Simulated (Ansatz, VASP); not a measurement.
**PbO in VASP and in Ansatz**

INCAR

```
SYSTEM = PbO
  PREC = Accurate
  ENCUT = 520
  EDIFF = 1E-6
  ISMEAR = 0
  SIGMA = 0.01
  LREAL = .False.
  LASPH = .True.
  NELM = 100
  ALGO = Normal
  ISIF = 2
  LWAVE = .False.
  LCHARG = .False.
  GGA = PE
  NBANDS = 28
```

Contents of KPOINTS:

```
regular mesh
0
Gamma
  6 6 4
  0 0 0
```

Contents of POSCAR:

```
PbO
1.0
    4.1983844624      0.0000000000      0.0000000000
   -2.0991922312      3.6359075993      0.0000000000
    0.0000000000      0.0000000000      5.8555812354
Pb O
2 2
Direct
    0.3333333333      0.6666666667     -0.0141857210
    0.6666666667      0.3333333333      0.4858142790
    0.3333333333      0.6666666667      0.3891857210
    0.6666666667      0.3333333333      0.8891857210
```

Input for Ansatz:

```yaml
crystal:
  lattice:
    - [4.1983844624, 0.0, 0.0]
    - [-2.0991922312, 3.6359075993, 0.0]
    - [0.0, 0.0, 5.8555812354]
  atoms:
    - { symbol: Pb, position: [0.3333333333, 0.6666666667, -0.014185721] }
    - { symbol: Pb, position: [0.6666666667, 0.3333333333, 0.485814279] }
    - { symbol: O, position: [0.3333333333, 0.6666666667, 0.389185721] }
    - { symbol: O, position: [0.6666666667, 0.3333333333, 0.889185721] }
kpoints:
  mp_grid: { grid: [6, 6, 4] }
hamiltonian:
  xc: pbe
scf:
  occupations: { method: fixed }
  n_extra_bands: 5
output:
  forces: true
  stress: true
  eigenvalues: true
```

Alike in both runs: task single point; functional PBE; k mesh 6 × 6 × 4; no spin polarisation.

```csv
,VASP,Ansatz
version,VASP 6.6.1,Ansatz 0.2.0
potentials or method,"VASP PAW PBE potentials, release 64 (Pb_d, O)","plane waves, PAW"
plane-wave cutoff (eV),520,420
occupations,"gaussian, width 0.01 eV",fixed
valence electrons in the cell,40,40
```

|  | VASP | Ansatz | Ansatz less VASP |
| --- | --- | --- | --- |
| gap on the k mesh at the Fermi level (eV) | 2.02 | 2.02 | -0.004 |
| pressure (GPa) | 0.0 | 0.0 | +0.03 |
| rms of the force components (eV/Å) | 0.007 | 0.000 | -0.0066 |

Atom by atom the forces differ by 0.007 eV/Å (rms over components).

Spin-orbit coupling is off throughout.
